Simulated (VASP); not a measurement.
Crystal: In2O3.

```xyz
10
Lattice="2.7435 1.5840 4.8367 -2.7435 1.5840 4.8367 0.0000 -3.1679 4.8367" Properties=species:S:1:pos:R:3 pbc="T T T"
In    0.0000    0.0000   12.4396
In    0.0000    0.0000    9.3254
In    0.0000    0.0000    2.0704
In    0.0000    0.0000    5.1846
O    -1.9259   -0.1679    6.0458
O     0.8176    1.7519    6.0458
O     1.1084   -1.5840    6.0458
O     1.9259    0.1679    8.4642
O    -0.8176   -1.7519    8.4642
O    -1.1084    1.5840    8.4642
```

- Program: VASP 6.6.1
- Task: relaxation of cell and atoms
- Functional: LDA
- Potentials or basis: VASP PAW LDA potentials, release 64 (In_d, O)
- Cutoff: 600 eV
- k mesh: 6 × 6 × 6
- Occupations: fermi-dirac, width 0.05 eV
- Spin: no spin polarisation

At the start: pressure -2.7 GPa; volume 12.61 Å³/atom.

Task: Where does the relaxation end?

Result: Over 11 steps the energy falls by 2.4 meV/atom and the volume is 12.41 Å³/atom (-1.6 %); space group R-3c (No. 167, to 0.1 Å) before and after.

Step by step:
```tsv
step	energy change (eV)	largest force (eV/Å)	pressure (GPa)	volume (Å³)
1	0.0000	0.1739	-2.67	126.11
2	-0.0034	0.1061	2.93	122.31
3	-0.0200	0.1068	0.16	124.11
4	-0.0200	0.1046	0.29	124.06
5	-0.0224	0.0567	0.07	124.18
6	-0.0225	0.0713	0.02	124.21
7	-0.0232	0.0337	-0.09	124.26
8	-0.0234	0.0106	-0.16	124.29
9	-0.0234	0.0041	-0.16	124.30
10	-0.0235	0.0036	0.12	124.07
11	-0.0235	0.0033	0.07	124.12
```

Final structure:
```cif
data_structure
_symmetry_space_group_name_H-M 'P 1'
_symmetry_Int_Tables_number 1
_cell_length_a 5.7429
_cell_length_b 5.7429
_cell_length_c 5.7429
_cell_angle_alpha 56.826
_cell_angle_beta 56.826
_cell_angle_gamma 56.826
_cell_volume 124.12
loop_
_atom_site_label
_atom_site_type_symbol
_atom_site_fract_x
_atom_site_fract_y
_atom_site_fract_z
_atom_site_occupancy
In1 In 0.85759 0.85759 0.85759 1
In2 In 0.64241 0.64241 0.64241 1
In3 In 0.14241 0.14241 0.14241 1
In4 In 0.35759 0.35759 0.35759 1
O1 O 0.04549 0.75000 0.45451 1
O2 O 0.75000 0.45451 0.04549 1
O3 O 0.45451 0.04549 0.75000 1
O4 O 0.95451 0.25000 0.54549 1
O5 O 0.25000 0.54549 0.95451 1
O6 O 0.54549 0.95451 0.25000 1
```
